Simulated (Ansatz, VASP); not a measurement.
# Two plane-wave programs on Cs

```
Cs
1.0
    -2.98413    2.98413    2.98413
     2.98413   -2.98413    2.98413
     2.98413    2.98413   -2.98413
Cs
1
Direct
  0.00000 0.00000 0.00000
```

Alike in both runs: task single point; functional PBE; k mesh 10 × 10 × 10; occupations gaussian, width 0.1 eV; no spin polarisation.

```csv
,VASP,Ansatz
version,VASP 6.6.1,Ansatz 0.2.0
potentials or method,"VASP PAW PBE potentials, release 64 (Cs_sv), cutoff 520 eV","scalar-relativistic, plane waves, PAW"
valence electrons in the cell,9,9
```

|  | VASP | Ansatz | Ansatz less VASP |
| --- | --- | --- | --- |
| gap on the k mesh at the Fermi level (eV) | none | none | - |
| pressure (GPa) | 0.2 | 0.2 | +0.01 |

A gap of «none» marks a metal or a gap that the smearing closes.

Neither program's run includes spin-orbit coupling.
